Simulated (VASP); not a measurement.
# Co (P6_3/mmc) in VASP: notebook

Runs on Co. Level: PBEsol. Tasks: single point.

All numbers are computed with VASP 6.6.1; they aren't measurements. Logs are shortened: lines on timing, memory, paths and dates and some standing lists are left out, and cuts for length are marked.

### Step 1. The cell of the first run

It takes space group P6_3/mmc (No. 194, hexagonal). The conventional cell has a = 2.456 Å, b = 2.456 Å, c = 4.049 Å, α = 90.00°, β = 90.00°, γ = 120.00°. Within 3.2 Å of Co (site symmetry -6m2) lie 12 Co at 2.46 to 2.47 Å.

### Step 2. Single point, PBEsol, collinear spin, ferromagnetic start (strain +0.0200 x Voigt [0, 0, 1, 0, 0, 0])

Contents of INCAR:

```
SYSTEM = Co
ALGO = Normal
EDIFF = 1E-6
ENCUT = 520
GGA = PS
ISIF = 2
ISMEAR = 0
ISPIN = 2
LASPH = .TRUE.
LCHARG = .TRUE.
LELF = .TRUE.
LMAXMIX = 4
LORBIT = 11
LREAL = .FALSE.
LVHAR = .TRUE.
LWAVE = .FALSE.
MAGMOM = 1.8 1.8
NBANDS = 20
NELM = 150
PREC = Accurate
SIGMA = 0.15
```

Contents of KPOINTS:

```
k-points
0
G
  30 30 16
  0 0 0
```

Contents of POSCAR:

```
Co
1.0
    2.4564189030      0.0000000000      0.0000000000
   -1.2282094515      2.1273211723      0.0000000000
    0.0000000000      0.0000000000      4.0488605087
Co
2
Direct
    0.6666666667      0.3333333333      0.2500000000
    0.3333333333      0.6666666667      0.7500000000
```

Potentials or basis: VASP PAW PBE potentials, release 64 (Co).

On the command line:

```
> cat potpaw_PBE.64/Co/POTCAR > POTCAR
> mpirun -np 1 vasp_std > vasp.out
```

OUTCAR:

```text
SYSTEM = Co
   EDIFF = 1E-6
   ENCUT = 520
   GGA = PS
   ISIF = 2
   ISMEAR = 0
   ISPIN = 2
   LASPH = .TRUE.
   LORBIT = 11
   LREAL = .FALSE.
   NELM = 150
   PREC = Accurate

 ion  position               nearest neighbor table
   1  0.667  0.333  0.250-   2 2.47   2 2.47   2 2.47   2 2.47   2 2.47   2 2.47
   2  0.333  0.667  0.750-   1 2.47   1 2.47   1 2.47   1 2.47   1 2.47   1 2.47

  LATTYP: Found a hexagonal cell.
 ALAT       =     2.4564189030
 C/A-ratio  =     1.6482777037

  Lattice vectors:

 A1 = (   2.4564189030,   0.0000000000,   0.0000000000)
 A2 = (  -1.2282094515,   2.1273211723,   0.0000000000)
 A3 = (   0.0000000000,   0.0000000000,   4.0488605087)

Analysis of symmetry for initial positions (statically):
=====================================================================
 Subroutine PRICEL returns:
 Original cell was already a primitive cell.

 Routine SETGRP: Setting up the symmetry group for a
 hexagonal supercell.

 Subroutine GETGRP returns: Found 24 space group operations
 (whereof 12 operations were pure point group operations)
 out of a pool of 24 trial point group operations.

The static configuration has the point symmetry D_3d.
 The point group associated with its full space group is D_6h.

Analysis of symmetry for dynamics (positions and initial velocities):
=====================================================================
 Subroutine PRICEL returns:
 Original cell was already a primitive cell.

 Routine SETGRP: Setting up the symmetry group for a
 hexagonal supercell.

 Subroutine GETGRP returns: Found 24 space group operations
 (whereof 12 operations were pure point group operations)
 out of a pool of 24 trial point group operations.

The dynamic configuration has the point symmetry D_3d.
 The point group associated with its full space group is D_6h.

Analysis of structural, dynamic, and magnetic symmetry:
=====================================================================
 Subroutine PRICEL returns:
 Original cell was already a primitive cell.

 Routine SETGRP: Setting up the symmetry group for a
 hexagonal supercell.

 Subroutine GETGRP returns: Found 24 space group operations
 (whereof 12 operations were pure point group operations)
 out of a pool of 24 trial point group operations.

The overall configuration has the point symmetry D_3d.
 The point group associated with its full space group is D_6h.

 Subroutine INISYM returns: Found 24 space group operations
 (whereof 12 operations are pure point group operations),
 and found     1 'primitive' translations

----------------------------------------------------------------------------------------

                                     Primitive cell

  volume of cell :      21.1577

  direct lattice vectors                    reciprocal lattice vectors
     2.456418903  0.000000000  0.000000000     0.407096688  0.235037382  0.000000000
    -1.228209451  2.127321172  0.000000000     0.000000000  0.470074765  0.000000000
     0.000000000  0.000000000  4.048860509     0.000000000  0.000000000  0.246983070

  length of vectors
     2.456418903  2.456418903  4.048860509     0.470074765  0.470074765  0.246983070

  position of ions in fractional coordinates (direct lattice)
     0.666666667  0.333333333  0.250000000
     0.333333333  0.666666667  0.750000000

  ion indices of the primitive-cell ions
   primitive index   ion index
                 1           1
                 2           2

----------------------------------------------------------------------------------------

 KPOINTS: k-points

Automatic generation of k-mesh.
 Grid dimensions read from file:
 generate k-points for:   30   30   16

 Generating k-lattice:

  Cartesian coordinates                     Fractional coordinates (reciprocal lattice)
     0.013569890  0.007834579  0.000000000     0.033333333  0.000000000  0.000000000
     0.000000000  0.015669159  0.000000000     0.000000000  0.033333333  0.000000000
     0.000000000  0.000000000  0.015436442     0.000000000  0.000000000  0.062500000

  Length of vectors
     0.015669159  0.015669159  0.015436442

  Shift w.r.t. Gamma in fractional coordinates (k-lattice)
     0.000000000  0.000000000  0.000000000

 Subroutine IBZKPT returns following result:
 ===========================================

 Found    819 irreducible k-points:

 Following reciprocal coordinates:
            Coordinates               Weight
  0.000000  0.000000  0.000000      1.000000
  0.033333 -0.000000  0.000000      6.000000
  0.066667 -0.000000  0.000000      6.000000
  0.100000 -0.000000  0.000000      6.000000
  0.133333 -0.000000  0.000000      6.000000
  0.166667 -0.000000  0.000000      6.000000
[... 16 lines left out ...]
  0.233333  0.033333  0.000000     12.000000
  0.266667  0.033333  0.000000     12.000000
 [... further k-points ...]
   k-points           NKPTS =    819   k-points in BZ     NKDIM =    819   number of bands    NBANDS=     20
   number of dos      NEDOS =    301   number of ions     NIONS =      2
   total plane-waves  NPLWV =   9720
   dimension x,y,z NGX =    18 NGY =   18 NGZ =   30
   dimension x,y,z NGXF=    36 NGYF=   36 NGZF=   60
   ions per type =               2
   NGX,Y,Z   is equivalent  to a cutoff of  12.18, 12.18, 12.32 a.u.
   NGXF,Y,Z  is equivalent  to a cutoff of  24.36, 24.36, 24.64 a.u.
 SYSTEM =  Co
   PREC   = accura    normal or accurate (medium, high low for compatibility)
   ISTART =      0    job   : 0-new  1-cont  2-samecut
   ICHARG =      2    charge: 1-file 2-atom 10-const
   ISPIN  =      2    spin polarized calculation?
   LNONCOLLINEAR =      F non collinear calculations
   LSORBIT =      F    spin-orbit coupling
   LASPH  =      T    aspherical Exc in radial PAW
   ENCUT  =  520.0 eV  38.22 Ry    6.18 a.u.   4.57  4.57  7.53*2*pi/ulx,y,z
   NELM   =    150;   NELMIN=  2; NELMDL= -5     # of ELM steps
   EDIFF  = 0.1E-05   stopping-criterion for ELM
   LREAL  =      F    real-space projection
   EDIFFG = 0.1E-04   stopping-criterion for IOM
   NSW    =      0    number of steps for IOM
   IBRION =     -1    ionic relax: 0-MD 1-quasi-New 2-CG
   NFREE  =      0    steps in history (QN), initial steepest desc. (CG)
   ISIF   =      2    stress and relaxation
   ISYM   =      2    0-nonsym 1-usesym 2-fastsym
   POTIM  = 0.5000    time-step for ionic-motion
   TEBEG  =    0.0;   TEEND  =   0.0 temperature during run
   PSTRESS=    0.0 pullay stress
   NELECT =      18.0000    total number of electrons
   NUPDOWN=      -1.0000    fix difference up-down
   EMIN   =  10.00;   EMAX   =-10.00  energy-range for DOS
   EFERMI =   0.00;   METHOD = LEGACY
   ISMEAR =     0;   SIGMA  =   0.15  broadening in eV -4-tet -1-fermi 0-gaus
   EFERMI_NEDOS =   21; number of points for ismear=-14 and -15
   IALGO  =     38    algorithm
   IMIX   =      4    mixing-type and parameters
     AMIX     =   0.40;   BMIX     =  1.00
     AMIX_MAG =   1.60;   BMIX_MAG =  1.00
  volume/ion in A,a.u.               =      10.58        71.39
  Fermi-wavevector in a.u.,A,eV,Ry     =   1.551230  2.931400 32.739902  2.406315
  Thomas-Fermi vector in A             =   2.655779
   LORBIT       =     11    0 simple, 1 ext, 2 COOP (PROOUT), +10 PAW based schemes
   GGA     = PS    functional components
   LHFCALC =     F    Hartree Fock is set to
   AEXX    =    0.0000 exact exchange contribution
   IVDW    =     0    specifies the selected vdW correction
   LEPSILON=     F    determine dielectric tensor
   LRPA    =     F    only Hartree local field effects (RPA)
 spin polarized calculation
 Gauss-broadening in eV      SIGMA  =   0.15
  energy-cutoff  :      520.00
  volume of cell :       21.16
 maximum number of plane-waves:       586
   NGX =  9   NGY =  9   NGZ = 15

 number of electron      17.9999987 magnetization       3.1703820

 Free energy of the ion-electron system (eV)
  ---------------------------------------------------
  ext. energy  EPLUGINS =         0.00000000
  ---------------------------------------------------
  free energy    TOTEN  =       -15.46906578 eV

  energy without entropy =      -15.44928574  energy(sigma->0) =      -15.45917576

 E-fermi :  10.4373     XC(G=0): -13.7289

 val. band max:       10.4370216344   @ k =   0.1667   0.0333   0.1875
 cond. band min:      10.4377533243   @ k =   0.2667   0.1000   0.4375
 fundamental gap:      0.0007316900
 Fermi energy:        10.4373458521

 spin component 1

 k-point     1 :       0.0000    0.0000    0.0000
  band No.  band energies     occupation
      1       1.3091      1.00000
      2       5.1490      1.00000
      3       7.7093      1.00000
      4       7.8421      1.00000
      5       7.8421      1.00000
      6       8.1477      1.00000
[... 12 lines left out ...]
     19      37.0931      0.00000
     20      37.0931      0.00000
[... 507 lines left out ...]
 k-point    24 :       0.2667    0.0333    0.0000
  band No.  band energies     occupation
      1       3.8960      1.00000
      2       6.0281      1.00000
      3       6.5668      1.00000
      4       7.1435      1.00000
      5       7.7920      1.00000
      6       7.9823      1.00000
[... 12 lines left out ...]
     19      34.6764      0.00000
     20      37.8524      0.00000

 [... further k-points ...]

 spin component 2

 k-point     1 :       0.0000    0.0000    0.0000
  band No.  band energies     occupation
      1       1.3737      1.00000
      2       6.0726      1.00000
      3       9.2801      1.00000
      4       9.4295      1.00000
      5       9.4295      1.00000
      6       9.7840      1.00000
[... 12 lines left out ...]
     19      37.4321      0.00000
     20      37.4321      0.00000
[... 507 lines left out ...]
 k-point    24 :       0.2667    0.0333    0.0000
  band No.  band energies     occupation
      1       4.0439      1.00000
      2       7.2174      1.00000
      3       7.6912      1.00000
      4       8.4058      1.00000
      5       9.2823      1.00000
      6       9.5940      1.00000
[... 12 lines left out ...]
     19      35.1406      0.00000
     20      38.2140      0.00000

 [... further k-points ...]

------------------------ aborting loop because EDIFF is reached ----------------------------------------

  FORCE on cell =-STRESS in cart. coord.  units (eV):
  Direction    XX          YY          ZZ          XY          YZ          ZX
  --------------------------------------------------------------------------------------
  -------------------------------------------------------------------------------------
  Total       -0.4333099     -0.4333099     -1.2404904      0.0000000     -0.0000000      0.0000000
  in kB      -32.8126198    -32.8126198    -93.9367826      0.0000000     -0.0000000      0.0000000
  external PRESSURE =     -53.1873407 kB  Pullay stress =       0.0000000 kB

 VOLUME and BASIS-vectors are now :
 -----------------------------------------------------------------------------
  energy-cutoff  :      520.00
  volume of cell :       21.16
      direct lattice vectors                 reciprocal lattice vectors
     2.456418903  0.000000000  0.000000000     0.407096688  0.235037382  0.000000000
    -1.228209451  2.127321172  0.000000000     0.000000000  0.470074765  0.000000000
     0.000000000  0.000000000  4.048860509     0.000000000  0.000000000  0.246983070

 POSITION                                       TOTAL-FORCE (eV/Angst)
 -----------------------------------------------------------------------------------
      1.22821      0.70911      1.01222         0.000000     -0.000000      0.000000
     -0.00000      1.41821      3.03665        -0.000000      0.000000      0.000000
 -----------------------------------------------------------------------------------
    total drift:                                0.000000     -0.000000     -0.000000

  FREE ENERGIE OF THE ION-ELECTRON SYSTEM (eV)
  ---------------------------------------------------
  free  energy   TOTEN  =       -15.4690657775 eV

  energy  without entropy=      -15.4492857408  energy(sigma->0) =      -15.45917576

 total charge

# of ion       s       p       d       tot
------------------------------------------
    1        0.500   0.547   7.275   8.322
    2        0.500   0.547   7.275   8.322
--------------------------------------------------
tot          0.999   1.094  14.550  16.643

 magnetization (x)

# of ion       s       p       d       tot
------------------------------------------
    1       -0.015  -0.051   1.661   1.596
    2       -0.015  -0.051   1.661   1.596
--------------------------------------------------
tot         -0.030  -0.102   3.323   3.191
```

It took 4.6 min on 1 thread of Intel Xeon 6975P-C (Granite Rapids), shared host; peak memory 0.53 GiB.

Results:

| Quantity | Value |
| --- | --- |
| Free energy | -15.4691 eV |
| Pressure | -5.3 GPa |
| Net moment | 3.17 μB per cell |
| Site moments | Co +1.60 μB |
| Valence electrons inside the program's atomic spheres | Co 8.32 |

Levels at points of the mesh, in eV from the Fermi level:
Spin up:
| k point | band 7 | band 8 | band 9 | band 10 | band 11 | band 12 | band 13 | band 14 | band 15 | band 16 |
| --- | --- | --- | --- | --- | --- | --- | --- | --- | --- | --- |
| (0.00, 0.00, 0.00) | -2.29 | -1.85 | -1.85 | -0.78 | -0.78 | -0.37 | 6.28 | 22.38 | 25.09 | 25.35 |
| (0.50, 0.00, 0.00) | -2.24 | -0.57 | -0.57 | -0.43 | 1.41 | 3.49 | 9.71 | 10.40 | 12.82 | 14.13 |
| (0.00, 0.00, 0.50) | -2.65 | -2.65 | -1.10 | -1.10 | -1.10 | -1.10 | 14.77 | 14.77 | 23.10 | 23.10 |
| (0.50, 0.00, 0.50) | -1.03 | -1.03 | -0.48 | -0.48 | 1.61 | 1.61 | 7.51 | 7.51 | 18.82 | 18.82 |
Spin down:
```
           k point  band 5  band 6  band 7  band 8  band 9  band 10
(0.00, 0.00, 0.00)   -1.01   -0.65   -0.65   -0.35   -0.11    -0.11
(0.50, 0.00, 0.00)   -1.14   -1.09   -0.73    1.26    1.31     1.41
(0.00, 0.00, 0.50)   -1.05   -1.05   -1.05   -1.05    0.72     0.72
(0.50, 0.00, 0.50)   -0.04   -0.04    0.26    0.26    1.35     1.35
```

Caveat: the cell differs from its parent crystal (strain +0.0200 x Voigt [0, 0, 1, 0, 0, 0]); the cell stands under tension; the PAW data sets were made with another functional, which shifts forces and pressure a little.

(Part 1 of 2 ends here.)
